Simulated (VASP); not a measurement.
# BP (Cmcm) in VASP: relaxation of cell and atoms with PBE

Aim: the relaxation of cell and atoms of BP with PBE.

Program: VASP 6.6.1. These are calculated values, not measurements. Logs are shortened: lines on timing, memory, paths and dates and some standing lists are left out, and cuts for length are marked.

## (1) The cell of the first run

Symmetry: Cmcm, No. 63, orthorhombic system. The conventional cell has a = 2.894 Å, b = 13.063 Å, c = 2.894 Å, α = 90.00°, β = 90.00°, γ = 90.00°. Within 2.6 Å of B (site symmetry m2m) lie 5 P at 2.00 to 2.17 Å and 4 B at 2.40 Å. P (site symmetry m2m) has 5 B at 2.00 to 2.17 Å within 2.6 Å.

The cell was generated, and may not be a known phase.

## (2) Relaxation of cell and atoms, PBE

The input, INCAR:

```
PREC = Accurate
ENCUT = 600
EDIFF = 1E-6
ISMEAR = 0
SIGMA = 0.1
LREAL = False
LASPH = True
NELM = 100
ALGO = Normal
ISIF = 3
LWAVE = False
LCHARG = False
GGA = PE
IBRION = 2
NSW = 100
EDIFFG = -0.01
```

The input, KPOINTS:

```
regular mesh
0
Gamma
  16 16 16
```

The input, POSCAR:

```
BP
1.0
    1.4469120176     -6.5314940635      0.0000000000
    1.4469120176      6.5314940635      0.0000000000
    0.0000000000      0.0000000000      2.8938405571
B P
2 2
Direct
    0.7016742322      0.2983257678      0.2500000000
    0.2983257678      0.7016742322      0.7500000000
    0.8544829808      0.1455170192      0.2500000000
    0.1455170192      0.8544829808      0.7500000000
```

Potentials or basis: VASP PAW PBE potentials, release 64 (B, P).

On the command line:

```console
cat potpaw_PBE.64/B/POTCAR potpaw_PBE.64/P/POTCAR > POTCAR
mpirun -np 1 vasp_std > vasp.out
```

OUTCAR:

```text
PREC = Accurate
   ENCUT = 600
   EDIFF = 1E-6
   ISMEAR = 0
   LREAL = False
   LASPH = True
   NELM = 100
   ISIF = 3
   GGA = PE
   IBRION = 2
   NSW = 100
   EDIFFG = -0.01

 ion  position               nearest neighbor table
   1  0.702  0.298  0.250-   3 2.00   4 2.17   4 2.17   4 2.17   4 2.17
   2  0.298  0.702  0.750-   4 2.00   3 2.17   3 2.17   3 2.17   3 2.17
   3  0.854  0.146  0.250-   1 2.00   2 2.17   2 2.17   2 2.17   2 2.17
   4  0.146  0.854  0.750-   2 2.00   1 2.17   1 2.17   1 2.17   1 2.17

  LATTYP: Found a base centered orthorhombic cell.
 ALAT       =     2.8938240352
 B/A-ratio  =     4.5140920692
 C/A-ratio  =     1.0000057094

  Lattice vectors:

 A1 = (   1.4469120176,  -6.5314940635,   0.0000000000)
 A2 = (   1.4469120176,   6.5314940635,   0.0000000000)
 A3 = (   0.0000000000,   0.0000000000,   2.8938405571)

Analysis of symmetry for initial positions (statically):
=====================================================================
 Subroutine PRICEL returns:
 Original cell was already a primitive cell.

 Routine SETGRP: Setting up the symmetry group for a
 base centered orthorhombic supercell.

 Subroutine GETGRP returns: Found  8 space group operations
 (whereof  4 operations were pure point group operations)
 out of a pool of  8 trial point group operations.

The static configuration has the point symmetry C_2h.
 The point group associated with its full space group is D_2h.

Analysis of symmetry for dynamics (positions and initial velocities):
=====================================================================
 Subroutine PRICEL returns:
 Original cell was already a primitive cell.

 Routine SETGRP: Setting up the symmetry group for a
 base centered orthorhombic supercell.

 Subroutine GETGRP returns: Found  8 space group operations
 (whereof  4 operations were pure point group operations)
 out of a pool of  8 trial point group operations.

The dynamic configuration has the point symmetry C_2h.
 The point group associated with its full space group is D_2h.

 Subroutine INISYM returns: Found  8 space group operations
 (whereof  4 operations are pure point group operations),
 and found     1 'primitive' translations

----------------------------------------------------------------------------------------
[... 122 lines left out ...]
   GGA     = PE    functional components
   LHFCALC =     F    Hartree Fock is set to
   AEXX    =    0.0000 exact exchange contribution
   IVDW    =     0    specifies the selected vdW correction
   LEPSILON=     F    determine dielectric tensor
   LRPA    =     F    only Hartree local field effects (RPA)
 conjugate gradient relaxation of ions
 non-spin polarized calculation
 Gauss-broadening in eV      SIGMA  =   0.10
  energy-cutoff  :      600.00
  volume of cell :       54.70
 maximum number of plane-waves:      1846
 NGX is ok and might be reduce to    54
   NGX = 27   NGY = 27   NGZ = 11

--------------------------------------- Ionic step        1  -------------------------------------------

 number of electron      16.0000000 magnetization

 Free energy of the ion-electron system (eV)
  ---------------------------------------------------
  ext. energy  EPLUGINS =         0.00000000
  ---------------------------------------------------
  free energy    TOTEN  =       -21.35544329 eV

  energy without entropy =      -21.34925103  energy(sigma->0) =      -21.35234716

------------------------ aborting loop because EDIFF is reached ----------------------------------------

  FORCE on cell =-STRESS in cart. coord.  units (eV):
  Direction    XX          YY          ZZ          XY          YZ          ZX
  --------------------------------------------------------------------------------------
  -------------------------------------------------------------------------------------
  Total        0.0585090     -0.2862213      0.0698194      0.0000000      0.0000000      0.0000000
  in kB        1.7138541     -8.3840390      2.0451618      0.0000000      0.0000000      0.0000000
  external PRESSURE =      -1.5416743 kB  Pullay stress =       0.0000000 kB
[... 95 lines left out ...]
  FREE ENERGIE OF THE ION-ELECTRON SYSTEM (eV)
  ---------------------------------------------------
  free  energy   TOTEN  =       -21.3563029078 eV

  energy  without entropy=      -21.3502156912  energy(sigma->0) =      -21.35325930

[... ionic steps 4 to 23 ...]

--------------------------------------- Ionic step       24  -------------------------------------------

 number of electron      16.0000001 magnetization

------------------------ aborting loop because EDIFF is reached ----------------------------------------
[... 71 lines left out ...]
--------------------------------------- Ionic step       26  -------------------------------------------

 number of electron      16.0000000 magnetization

 Free energy of the ion-electron system (eV)
  ---------------------------------------------------
  ext. energy  EPLUGINS =         0.00000000
  ---------------------------------------------------
  free energy    TOTEN  =       -21.35773899 eV

  energy without entropy =      -21.35194447  energy(sigma->0) =      -21.35484173

 E-fermi :   5.4039     XC(G=0):  -9.7166

 val. band max:        5.4007579969   @ k =   0.5000   0.1875   0.1250
 cond. band min:       5.4051074315   @ k =  -0.4375   0.1250   0.1250
 fundamental gap:      0.0043494347
 Fermi energy:         5.4038906852

 k-point     1 :       0.0000    0.0000    0.0000
  band No.  band energies     occupation
      1     -10.9382      2.00000
      2      -7.7067      2.00000
      3      -1.9395      2.00000
      4       2.4827      2.00000
      5       2.6394      2.00000
      6       3.8392      2.00000
      7       5.7750      0.00000
      8       5.9255      0.00000
      9       6.0528      0.00000
     10       6.9044      0.00000
     11       9.7660      0.00000
     12      10.7399      0.00000
[... 331 lines left out ...]
 k-point    24 :      -0.0625    0.0625    0.0000
  band No.  band energies     occupation
      1     -10.9376      2.00000
      2      -7.7096      2.00000
      3      -1.9256      2.00000
      4       2.4829      2.00000
      5       2.6392      2.00000
      6       3.7956      2.00000
      7       5.7350      0.00000
      8       5.9245      0.00000
      9       6.0537      0.00000
     10       6.9817      0.00000
     11       9.7661      0.00000
     12      10.7752      0.00000

 [... further k-points ...]
[... 5 lines left out ...]
  --------------------------------------------------------------------------------------
  -------------------------------------------------------------------------------------
  Total       -0.0019571     -0.0076007      0.0063093      0.0000000      0.0000000      0.0000000
  in kB       -0.0554256     -0.2152522      0.1786790      0.0000000      0.0000000      0.0000000
  external PRESSURE =      -0.0306663 kB  Pullay stress =       0.0000000 kB
[... 19 lines left out ...]
  FREE ENERGIE OF THE ION-ELECTRON SYSTEM (eV)
  ---------------------------------------------------
  free  energy   TOTEN  =       -21.3577389883 eV

  energy  without entropy=      -21.3519444711  energy(sigma->0) =      -21.35484173

 reached required accuracy - stopping structural energy minimisation
```

It took 55 min on 1 thread of Intel Xeon 6975P-C (Granite Rapids), shared host; peak memory 0.69 GiB.

What came out:

- Free energy: -21.3577 eV
- Relaxed volume: 14.14 Å³/atom
- Relaxed cell: a = 6.892 Å, b = 6.892 Å, c = 2.906 Å, α = 90.00°, β = 90.00°, γ = 155.81°
- Space group after relaxing (to 0.1 Å): Cmcm (No. 63)
- Energy gained by relaxing: 0.6 meV/atom
- Ionic steps: 26
- Pressure after relaxing: 0.0 GPa
- Largest force after relaxing: 0.008 eV/Å
- Band gap on the k mesh: zero (bands 8 and 9 overlap by 4.79 eV)

Forces in eV/Å, atoms in the order of the input:
```
B    0.000  0.003  0.000
B    0.000 -0.003  0.000
P    0.000  0.008  0.000
P    0.000 -0.008  0.000
```

The path:
| step | energy change (eV) | largest force (eV/Å) | pressure (GPa) | volume (Å³) |
| --- | --- | --- | --- | --- |
| 1 | 0.0000 | 0.1222 | -0.15 | 54.70 |
| 2 | -0.0006 | 0.0516 | 0.47 | 54.59 |
| 3 | -0.0009 | 0.0089 | 0.26 | 54.63 |
| 4 | -0.0010 | 0.0155 | 0.01 | 54.78 |
| 5 | -0.0010 | 0.0159 | 0.00 | 54.79 |
| 6 | -0.0011 | 0.0147 | 0.00 | 54.81 |
| 7 | -0.0012 | 0.0108 | 0.01 | 54.89 |
| 8 | -0.0012 | 0.0364 | 0.04 | 55.05 |
| 9 | -0.0012 | 0.0273 | 0.02 | 55.00 |
| 10 | -0.0013 | 0.0253 | 0.05 | 55.04 |
| 11 | -0.0014 | 0.0198 | 0.08 | 55.16 |
| 12 | -0.0015 | 0.0472 | 0.16 | 55.40 |
| 13 | -0.0016 | 0.0457 | 0.16 | 55.42 |
| 14 | -0.0016 | 0.0414 | 0.12 | 55.48 |
| 15 | -0.0017 | 0.0329 | 0.06 | 55.60 |
| 16 | -0.0019 | 0.0170 | -0.06 | 55.85 |
| 17 | -0.0019 | 0.0142 | -0.28 | 56.34 |
| 18 | -0.0019 | 0.0074 | -0.17 | 56.08 |
| 19 | -0.0020 | 0.0073 | -0.12 | 56.12 |
| 20 | -0.0021 | 0.0076 | 0.01 | 56.21 |
| 21 | -0.0021 | 0.0079 | 0.03 | 56.23 |
| 22 | -0.0022 | 0.0060 | 0.05 | 56.26 |
| 23 | -0.0022 | 0.0010 | 0.09 | 56.35 |
| 24 | -0.0022 | 0.0153 | 0.19 | 56.52 |
| 25 | -0.0023 | 0.0097 | 0.14 | 56.45 |
| 26 | -0.0023 | 0.0084 | 0.00 | 56.57 |

Final structure:
```
B P
1.0
     1.44446   -6.73943    0.00000
     1.44446    6.73943    0.00000
     0.00000    0.00000    2.90576
B P
2 2
Cartesian
  1.4445 -2.7404 0.7264
  1.4445 2.7404 2.1793
  1.4445 -4.7281 0.7264
  1.4445 4.7281 2.1793
```

Levels at points of the mesh, in eV from the Fermi level:
| k point | band 6 | band 7 | band 8 | band 9 | band 10 | band 11 |
| --- | --- | --- | --- | --- | --- | --- |
| (0.00, 0.00, 0.00) | -1.56 | 0.37 | 0.52 | 0.65 | 1.50 | 4.36 |
| (0.50, 0.00, 0.00) | -3.47 | 1.04 | 1.04 | 2.90 | 3.26 | 4.08 |
| (0.50, 0.50, 0.00) | -2.62 | 0.01 | 0.50 | 0.67 | 2.61 | 4.36 |
| (0.00, 0.00, 0.50) | -3.78 | 1.15 | 1.15 | 3.43 | 3.43 | 4.18 |
| (0.50, 0.00, 0.50) | -4.93 | -4.26 | -4.26 | -1.20 | -1.20 | 2.89 |
| (0.50, 0.50, 0.50) | -3.52 | 1.14 | 1.14 | 2.66 | 2.66 | 4.20 |
